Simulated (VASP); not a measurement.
# GaN: relaxation of cell and atoms with r2SCAN

Crystal: GaN.

```
Ga N
1.0
     2.24895    2.24895    0.00000
    -2.24895    2.24895    0.00000
     0.00000    2.24895    2.24895
Ga N
1 1
Direct
  0.00000 0.00000 0.00000
  0.25000 0.75000 0.50000
```

* Program: VASP 6.6.1
* Task: relaxation of cell and atoms
* Functional: r2SCAN
* Potentials or basis: VASP PAW PBE potentials, release 64 (Ga_d, N)
* Cutoff: 600 eV
* k mesh: 10 × 10 × 10
* Occupations: gaussian, width 0.01 eV
* Spin: no spin polarisation
* Target pressure: 2 GPa
* Dipole correction: no
* Further INCAR settings: ALGO = Normal; EDIFF = 1e-06; IBRION = 2; EDIFFG = -0.002; NSW = 100; ISIF = 3

| Item | Value |
| --- | --- |
| Relaxed volume | 11.32 Å³/atom |
| Relaxed cell | a = 3.176 Å, b = 3.176 Å, c = 3.176 Å, α = 60.00°, β = 60.00°, γ = 90.00° |
| Space group after relaxing (to 0.1 Å) | F-43m (No. 216) |
| Energy change on relaxing (the run minimises the enthalpy) | +0.5 meV/atom |
| Ionic steps | 3 |
| Pressure after relaxing | 2.0 GPa |
| Band gap on the k mesh | 2.19 eV |

The path:
```tsv
step	energy change (eV)	largest force (eV/Å)	pressure (GPa)	volume (Å³)
1	0.0000	0.0000	1.21	22.75
2	0.0022	0.0000	3.00	22.57
3	0.0010	0.0000	2.01	22.65
```

Final structure:
```
Ga N
1.0
     2.24551    2.24551    0.00000
    -2.24551    2.24551    0.00000
     0.00000    2.24551    2.24551
Ga N
1 1
Direct
  0.00000 0.00000 0.00000
  0.25000 0.75000 0.50000
```

Levels at points of the mesh, in eV from the valence-band top:
| k point | band 6 | band 7 | band 8 | band 9 | band 10 | band 11 | band 12 | band 13 |
| --- | --- | --- | --- | --- | --- | --- | --- | --- |
| (0.00, 0.00, 0.00) | -13.48 | 0.00 | 0.00 | 0.00 | 2.19 | 11.07 | 11.07 | 11.07 |
| (0.50, 0.00, 0.00) | -12.35 | -7.23 | -1.01 | -1.01 | 5.24 | 9.50 | 11.06 | 11.06 |
| (0.50, 0.50, 0.00) | -11.97 | -6.26 | -2.82 | -2.82 | 3.77 | 7.31 | 12.66 | 15.06 |

Wall time 87 s on 1 thread of Intel(R) Xeon(R) 6975P-C (Granite Rapids), with other jobs on the host, peak memory 0.18 GiB.

Caveat: the cell is relaxed towards a set pressure, so the run minimises the enthalpy, not the energy; the PAW data sets were made with another functional, which shifts forces and pressure a little.
